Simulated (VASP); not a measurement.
## C: single point with PBE

The system is C.

```
C
1.0
     0.00000    1.78572    1.78572
     1.78572    0.00000    1.78572
     1.78572    1.78572    0.00000
C
2
Direct
  0.50000 0.50000 0.50000
  0.75000 0.75000 0.75000
```

- Program: VASP 6.6.1
- Task: single point
- Functional: PBE
- Potentials or basis: VASP PAW PBE potentials, release 64 (C)
- Cutoff: 520 eV
- k mesh: 8 × 8 × 8
- Occupations: gaussian, width 0.1 eV
- Spin: no spin polarisation
- Dipole correction: no
- Further INCAR settings: ALGO = Normal; EDIFF = 1e-07; NBANDS = 11

The pressure is 0.7 GPa. The band gap on the k mesh is 4.12 eV, indirect (least direct gap 5.58 eV).

Levels at points of the mesh, in eV from the valence-band top:
| k point | band 2 | band 3 | band 4 | band 5 | band 6 | band 7 |
| --- | --- | --- | --- | --- | --- | --- |
| (0.00, 0.00, 0.00) | 0.00 | 0.00 | 0.00 | 5.58 | 5.58 | 5.58 |
| (0.50, 0.00, 0.00) | -13.33 | -2.79 | -2.79 | 8.44 | 8.44 | 8.79 |
| (0.50, 0.50, 0.00) | -12.74 | -6.27 | -6.27 | 4.75 | 4.75 | 16.75 |

It took 2.7 s on 1 thread of AMD EPYC 9R45 96-Core Processor (Zen 5), with other jobs on the host, peak memory 0.08 GiB.

A k mesh can miss the band edges.
